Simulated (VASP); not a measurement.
# Ga2O3 (R-3c) in VASP: relaxation of cell and atoms with PBEsol

Aim: the relaxation of cell and atoms of Ga2O3 with PBEsol.

Program: VASP 6.6.1. These are calculated values, not measurements. Logs are shortened: lines on timing, memory, paths and dates and some standing lists are left out, and cuts for length are marked.

## (1) The cell of the first run

Symmetry: R-3c, No. 167, trigonal system. The conventional cell has a = 4.997 Å, b = 4.997 Å, c = 13.451 Å, α = 90.00°, β = 90.00°, γ = 120.00°. Within 2.6 Å of Ga (site symmetry 3) lie 6 O at 1.93 to 2.08 Å. O (site symmetry 2) has 4 Ga at 1.93 to 2.08 Å and 8 O at 2.62 to 2.84 Å within 2.9 Å.

## (2) Relaxation of cell and atoms, PBEsol

INCAR reads:

```
SYSTEM = Ga2O3
PREC     = Accurate       ! precision mode
ENCUT    = 600            ! plane-wave cutoff, eV
EDIFF    = 1E-6           ! SCF threshold, eV
ISMEAR   = -1             ! smearing method
SIGMA    = 0.03           ! smearing width, eV
LREAL    = .FALSE.        ! projectors in reciprocal space
LASPH    = .TRUE.         ! aspherical terms in the spheres
NELM     = 60             ! most SCF steps
ALGO     = Normal         ! electronic algorithm
ISIF     = 3              ! what is computed and relaxed
LWAVE    = .FALSE.        ! write WAVECAR
LCHARG   = .FALSE.        ! write CHGCAR
GGA      = PS             ! functional
IBRION   = 2              ! ionic algorithm
NSW      = 100            ! ionic steps
EDIFFG   = -0.01          ! ionic threshold
```

KPOINTS reads:

```
Automatic mesh
0
G
  6 6 6
  0 0 0
```

POSCAR reads:

```
Ga2O3
1.0
    2.4986991939      1.4426246522      4.4835497685
   -2.4986991939      1.4426246522      4.4835497685
    0.0000000000     -2.8852493044      4.4835497685
Ga O
4 6
Direct
    0.8555855800      0.8555855800      0.8555855800
    0.6444144200      0.6444144200      0.6444144200
    0.1444144200      0.1444144200      0.1444144200
    0.3555855800      0.3555855800      0.3555855800
    0.7500000000      0.4468328200      0.0531671800
    0.4468328200      0.0531671800      0.7500000000
    0.0531671800      0.7500000000      0.4468328200
    0.2500000000      0.5531671800      0.9468328200
    0.9468328200      0.2500000000      0.5531671800
    0.5531671800      0.9468328200      0.2500000000
```

Potentials or basis: VASP PAW PBE potentials, release 64 (Ga_d, O).

Command:

```
cat potpaw_PBE.64/Ga_d/POTCAR potpaw_PBE.64/O/POTCAR > POTCAR
mpirun -np 1 vasp_std > vasp.out
```

OUTCAR:

```text
SYSTEM = Ga2O3
   PREC = Accurate
   ENCUT = 600
   EDIFF = 1E-6
   ISMEAR = -1
   LREAL = .FALSE.
   LASPH = .TRUE.
   NELM = 60
   ISIF = 3
   GGA = PS
   IBRION = 2
   NSW = 100
   EDIFFG = -0.01

 ion  position               nearest neighbor table
   1  0.856  0.856  0.856-   9 1.93  10 1.93   8 1.93   7 2.08   5 2.08   6 2.08   2 2.84
   2  0.644  0.644  0.644-   8 1.93  10 1.93   9 1.93   7 2.08   5 2.08   6 2.08   1 2.84
   3  0.144  0.144  0.144-   7 1.93   6 1.93   5 1.93   8 2.08   9 2.08  10 2.08   4 2.84
   4  0.356  0.356  0.356-   5 1.93   6 1.93   7 1.93   8 2.08   9 2.08  10 2.08   3 2.84
   5  0.750  0.447  0.053-   4 1.93   3 1.93   1 2.08   2 2.08
   6  0.447  0.053  0.750-   3 1.93   4 1.93   1 2.08   2 2.08
   7  0.053  0.750  0.447-   3 1.93   4 1.93   1 2.08   2 2.08
   8  0.250  0.553  0.947-   2 1.93   1 1.93   3 2.08   4 2.08
   9  0.947  0.250  0.553-   1 1.93   2 1.93   3 2.08   4 2.08
  10  0.553  0.947  0.250-   1 1.93   2 1.93   3 2.08   4 2.08

  LATTYP: Found a trigonal (rhomboedric) cell.
 ALAT       =     5.3316866070
 COS(alpha) =     0.5607328553

  Lattice vectors:

 A1 = (   2.4986991939,   1.4426246522,   4.4835497685)
 A2 = (  -2.4986991939,   1.4426246522,   4.4835497685)
 A3 = (   0.0000000000,  -2.8852493044,   4.4835497685)

Analysis of symmetry for initial positions (statically):
=====================================================================
 Subroutine PRICEL returns:
 Original cell was already a primitive cell.

 Routine SETGRP: Setting up the symmetry group for a
 trigonal (rhombohedral) supercell.

 Subroutine GETGRP returns: Found 12 space group operations
 (whereof  6 operations were pure point group operations)
 out of a pool of 12 trial point group operations.

The static configuration has the point symmetry S_6 .
 The point group associated with its full space group is D_3d.

Analysis of symmetry for dynamics (positions and initial velocities):
=====================================================================
 Subroutine PRICEL returns:
 Original cell was already a primitive cell.

 Routine SETGRP: Setting up the symmetry group for a
 trigonal (rhombohedral) supercell.

 Subroutine GETGRP returns: Found 12 space group operations
 (whereof  6 operations were pure point group operations)
 out of a pool of 12 trial point group operations.

The dynamic configuration has the point symmetry S_6 .
 The point group associated with its full space group is D_3d.

 Subroutine INISYM returns: Found 12 space group operations
 (whereof  6 operations are pure point group operations),
 and found     1 'primitive' translations

----------------------------------------------------------------------------------------

                                     Primitive cell

  volume of cell :      96.9707

  direct lattice vectors                    reciprocal lattice vectors
     2.498699194  1.442624652  4.483549768     0.200104119  0.115530167  0.074345853
    -2.498699194  1.442624652  4.483549768    -0.200104119  0.115530167  0.074345853
     0.000000000 -2.885249304  4.483549768     0.000000000 -0.231060334  0.074345853

  length of vectors
     5.331686607  5.331686607  5.331686607     0.242726561  0.242726561  0.242726561

  position of ions in fractional coordinates (direct lattice)
     0.855585580  0.855585580  0.855585580
     0.644414420  0.644414420  0.644414420
     0.144414420  0.144414420  0.144414420
     0.355585580  0.355585580  0.355585580
     0.750000000  0.446832820  0.053167180
     0.446832820  0.053167180  0.750000000
     0.053167180  0.750000000  0.446832820
     0.250000000  0.553167180  0.946832820
     0.946832820  0.250000000  0.553167180
     0.553167180  0.946832820  0.250000000

  ion indices of the primitive-cell ions
   primitive index   ion index
                 1           1
                 2           2
                 3           3
                 4           4
                 5           5
                 6           6
                 7           7
                 8           8
                 9           9
                10          10

----------------------------------------------------------------------------------------

 KPOINTS: Automatic mesh

Automatic generation of k-mesh.
 Grid dimensions read from file:
 generate k-points for:    6    6    6

 Generating k-lattice:

  Cartesian coordinates                     Fractional coordinates (reciprocal lattice)
     0.033350686  0.019255028  0.012390976     0.166666667  0.000000000  0.000000000
    -0.033350686  0.019255028  0.012390976     0.000000000  0.166666667  0.000000000
     0.000000000 -0.038510056  0.012390976     0.000000000  0.000000000  0.166666667

  Length of vectors
     0.040454427  0.040454427  0.040454427

  Shift w.r.t. Gamma in fractional coordinates (k-lattice)
     0.000000000  0.000000000  0.000000000

 Subroutine IBZKPT returns following result:
 ===========================================

 Found     32 irreducible k-points:

 Following reciprocal coordinates:
            Coordinates               Weight
  0.000000  0.000000  0.000000      1.000000
  0.166667 -0.000000  0.000000      6.000000
  0.333333 -0.000000 -0.000000      6.000000
  0.500000  0.000000 -0.000000      3.000000
  0.166667  0.166667  0.000000      6.000000
  0.333333  0.166667  0.000000     12.000000
[... 16 lines left out ...]
  0.500000  0.500000  0.166667      6.000000
 -0.333333  0.500000  0.166667     12.000000
 [... further k-points ...]
   k-points           NKPTS =     32   k-points in BZ     NKDIM =     32   number of bands    NBANDS=     52
   number of dos      NEDOS =    301   number of ions     NIONS =     10
   total plane-waves  NPLWV = 110592
   dimension x,y,z NGX =    48 NGY =   48 NGZ =   48
   dimension x,y,z NGXF=    96 NGYF=   96 NGZF=   96
   ions per type =               4   6
   NGX,Y,Z   is equivalent  to a cutoff of  14.97, 14.97, 14.97 a.u.
   NGXF,Y,Z  is equivalent  to a cutoff of  29.93, 29.93, 29.93 a.u.
 SYSTEM =  Ga2O3
   PREC   = accura    normal or accurate (medium, high low for compatibility)
   ISTART =      0    job   : 0-new  1-cont  2-samecut
   ICHARG =      2    charge: 1-file 2-atom 10-const
   ISPIN  =      1    spin polarized calculation?
   LNONCOLLINEAR =      F non collinear calculations
   LSORBIT =      F    spin-orbit coupling
   LASPH  =      T    aspherical Exc in radial PAW
   ENCUT  =  600.0 eV  44.10 Ry    6.64 a.u.  10.65 10.65 10.65*2*pi/ulx,y,z
   NELM   =     60;   NELMIN=  2; NELMDL= -5     # of ELM steps
   EDIFF  = 0.1E-05   stopping-criterion for ELM
   LREAL  =      F    real-space projection
   EDIFFG = -.1E-01   stopping-criterion for IOM
   NSW    =    100    number of steps for IOM
   IBRION =      2    ionic relax: 0-MD 1-quasi-New 2-CG
   NFREE  =      1    steps in history (QN), initial steepest desc. (CG)
   ISIF   =      3    stress and relaxation
   ISYM   =      2    0-nonsym 1-usesym 2-fastsym
   POTIM  = 0.5000    time-step for ionic-motion
   TEBEG  =    0.0;   TEEND  =   0.0 temperature during run
   PSTRESS=    0.0 pullay stress
   NELECT =      88.0000    total number of electrons
   NUPDOWN=      -1.0000    fix difference up-down
   EMIN   =  10.00;   EMAX   =-10.00  energy-range for DOS
   EFERMI =   0.00;   METHOD = LEGACY
   ISMEAR =    -1;   SIGMA  =   0.03  broadening in eV -4-tet -1-fermi 0-gaus
   EFERMI_NEDOS =   21; number of points for ismear=-14 and -15
   IALGO  =     38    algorithm
   IMIX   =      4    mixing-type and parameters
     AMIX     =   0.40;   BMIX     =  1.00
     AMIX_MAG =   1.60;   BMIX_MAG =  1.00
  volume/ion in A,a.u.               =       9.70        65.44
  Fermi-wavevector in a.u.,A,eV,Ry     =   1.584974  2.995167 34.179784  2.512143
  Thomas-Fermi vector in A             =   2.684510
   LORBIT       =      0    0 simple, 1 ext, 2 COOP (PROOUT), +10 PAW based schemes
   GGA     = PS    functional components
   LHFCALC =     F    Hartree Fock is set to
   AEXX    =    0.0000 exact exchange contribution
   IVDW    =     0    specifies the selected vdW correction
   LEPSILON=     F    determine dielectric tensor
   LRPA    =     F    only Hartree local field effects (RPA)
 conjugate gradient relaxation of ions
 non-spin polarized calculation
  energy-cutoff  :      600.00
  volume of cell :       96.97
 maximum number of plane-waves:      3262
 NGX is ok and might be reduce to    48
   NGX = 21   NGY = 21   NGZ = 21

--------------------------------------- Ionic step        1  -------------------------------------------

 number of electron      87.9999995 magnetization

 Free energy of the ion-electron system (eV)
  ---------------------------------------------------
  ext. energy  EPLUGINS =         0.00000000
  ---------------------------------------------------
  free energy    TOTEN  =       -63.82145869 eV

  energy without entropy =      -63.82145869  energy(sigma->0) =      -63.82145869

------------------------ aborting loop because EDIFF is reached ----------------------------------------

  FORCE on cell =-STRESS in cart. coord.  units (eV):
  Direction    XX          YY          ZZ          XY          YZ          ZX
  --------------------------------------------------------------------------------------
  -------------------------------------------------------------------------------------
  Total        0.4320778      0.4320778      0.3407340      0.0000000      0.0000000     -0.0000000
  in kB        7.1389114      7.1389114      5.6297035      0.0000000      0.0000000     -0.0000000
  external PRESSURE =       6.6358421 kB  Pullay stress =       0.0000000 kB
[... 205 lines left out ...]
  energy  without entropy=      -63.8223190080  energy(sigma->0) =      -63.82231901

--------------------------------------- Ionic step        6  -------------------------------------------

 number of electron      87.9999992 magnetization

 Free energy of the ion-electron system (eV)
  ---------------------------------------------------
  ext. energy  EPLUGINS =         0.00000000
  ---------------------------------------------------
  free energy    TOTEN  =       -63.82239183 eV

  energy without entropy =      -63.82239183  energy(sigma->0) =      -63.82239183

 E-fermi :   5.0464     XC(G=0): -12.4245

 val. band max:        4.3270225229   @ k =  -0.1667   0.1667   0.0000
 cond. band min:       7.0098269413   @ k =   0.0000   0.0000   0.0000
 fundamental gap:      2.6828044183
 Fermi energy:         5.0463756000

 k-point     1 :       0.0000    0.0000    0.0000
  band No.  band energies     occupation
      1     -14.5954      2.00000
      2     -12.5579      2.00000
      3     -12.5579      2.00000
      4     -12.5391      2.00000
      5     -12.5150      2.00000
      6     -12.5150      2.00000
[... 1309 lines left out ...]
     51      14.1171      0.00000
     52      14.9714      0.00000

 [... further k-points ...]

------------------------ aborting loop because EDIFF is reached ----------------------------------------

  FORCE on cell =-STRESS in cart. coord.  units (eV):
  Direction    XX          YY          ZZ          XY          YZ          ZX
  --------------------------------------------------------------------------------------
  -------------------------------------------------------------------------------------
  Total        0.0731714      0.0731714     -0.0169852     -0.0000000     -0.0000000     -0.0000000
  in kB        1.2056261      1.2056261     -0.2798614     -0.0000000     -0.0000000     -0.0000000
  external PRESSURE =       0.7104636 kB  Pullay stress =       0.0000000 kB
[... 25 lines left out ...]
  FREE ENERGIE OF THE ION-ELECTRON SYSTEM (eV)
  ---------------------------------------------------
  free  energy   TOTEN  =       -63.8223918256 eV

  energy  without entropy=      -63.8223918256  energy(sigma->0) =      -63.82239183

 reached required accuracy - stopping structural energy minimisation
```

It took 15 min on 1 thread of Intel Xeon Platinum 8259CL at 2.50GHz (Skylake/Cascade Lake), shared host; peak memory 0.39 GiB.

What came out:

- Free energy: -63.8224 eV
- Relaxed volume: 9.72 Å³/atom
- Relaxed cell: a = 5.335 Å, b = 5.335 Å, c = 5.335 Å, α = 55.92°, β = 55.92°, γ = 55.92°
- Space group after relaxing (to 0.1 Å): R-3c (No. 167)
- Energy gained by relaxing: 0.1 meV/atom
- Ionic steps: 6
- Pressure after relaxing: 0.1 GPa
- Band gap on the k mesh: 2.68 eV (least direct gap 2.94 eV)

Forces on the atoms (eV/Å):
```
Ga   0.000  0.000  0.003
Ga   0.000  0.000 -0.003
Ga   0.000  0.000 -0.003
Ga   0.000  0.000  0.003
O    0.000  0.000  0.000
O    0.000  0.000  0.000
O    0.000  0.000  0.000
O    0.000  0.000  0.000
O    0.000  0.000  0.000
O    0.000  0.000  0.000
```

Stress tensor (GPa, compression positive):
```
 0.12  0.00  0.00
 0.00  0.12  0.00
 0.00  0.00 -0.03
```

The path:
| step | energy change (eV) | largest force (eV/Å) | pressure (GPa) | volume (Å³) |
| --- | --- | --- | --- | --- |
| 1 | 0.0000 | 0.0366 | 0.66 | 96.97 |
| 2 | -0.0002 | 0.0194 | -0.60 | 97.54 |
| 3 | -0.0007 | 0.0278 | -0.09 | 97.27 |
| 4 | -0.0007 | 0.0292 | -0.02 | 97.27 |
| 5 | -0.0009 | 0.0154 | 0.04 | 97.25 |
| 6 | -0.0009 | 0.0026 | 0.07 | 97.24 |

Final structure:
```
Ga O
1.0
     2.50146    1.44422    4.48602
    -2.50146    1.44422    4.48602
     0.00000   -2.88844    4.48602
Ga O
4 6
Direct
  0.85585 0.85585 0.85585
  0.64415 0.64415 0.64415
  0.14415 0.14415 0.14415
  0.35585 0.35585 0.35585
  0.75000 0.44714 0.05286
  0.44714 0.05286 0.75000
  0.05286 0.75000 0.44714
  0.25000 0.55286 0.94714
  0.94714 0.25000 0.55286
  0.55286 0.94714 0.25000
```

Caveat: the PAW data sets were made with another functional, which shifts forces and pressure a little. A k mesh can miss the band edges.
